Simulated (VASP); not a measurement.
Write the native input for VASP 6.6.1 that does the following.

| Quantity | Value |
| --- | --- |
| Task | single point |
| Functional | PBEsol |
| Dispersion | D3(BJ) |
| Potentials or basis | VASP PAW PBE potentials, release 64 (Pt, Mn_pv) |
| Cutoff | 520 eV |
| k mesh | 11 × 11 × 4 |
| Occupations | fermi-dirac, width 0.05 eV |
| Spin | collinear spin, ferromagnetic start |
| Starting moments | [0.0, 0.0, 4.0] μB |
| Dipole correction | no |
| Further INCAR settings | ALGO = Normal; EDIFF = 1e-06; NBANDS = 28 |

The structure of MnPt2 lies in POSCAR:

```
MnPt2
1.0
    2.7326215248      0.0000000000      0.0000000000
   -1.3663107624      2.3665196594      0.0000000000
    0.0000000000      0.0000000000      6.5058649132
Pt Mn
2 1
Direct
    0.6666666667      0.3333333333      0.3179356190
    0.3333333333      0.6666666667      0.6820643810
    0.0000000000      0.0000000000      0.0000000000
```

The input as run:

INCAR

```
SYSTEM = MnPt2
PREC = Accurate
ENCUT = 520
EDIFF = 1E-6
ISMEAR = -1
SIGMA = 0.05
LREAL = .FALSE.
LASPH = .TRUE.
NELM = 150
ALGO = Normal
ISIF = 2
LWAVE = .FALSE.
LCHARG = .FALSE.
ISPIN = 2
MAGMOM = 0 0 4
LORBIT = 11
LMAXMIX = 4
GGA = PS
IVDW = 12
NBANDS = 28
```

KPOINTS

```
Automatic mesh
0
G
  11 11 4
  0 0 0
```

Potentials or basis: VASP PAW PBE potentials, release 64 (Pt, Mn_pv).

The run is started by

```sh
$ cat potpaw_PBE.64/Pt/POTCAR potpaw_PBE.64/Mn_pv/POTCAR > POTCAR
$ mpirun -np 1 vasp_std > vasp.out
```

It gave:

- Pressure: 0.0 GPa
- Largest force: 0.017 eV/Å
- Net moment: 3.84 μB per cell
- Site moments: Pt +0.21; Mn +3.28 μB
- Valence electrons inside the program's atomic spheres: Pt 9.42; Mn 11.69
- Dispersion energy per atom: -0.597 eV

Caveat: the PAW data sets were made with another functional, which shifts forces and pressure a little.

Run time: 94 s on 1 thread of AMD EPYC 7R43 64-Core Processor (Zen 3) (shared host), peak memory 0.21 GiB.
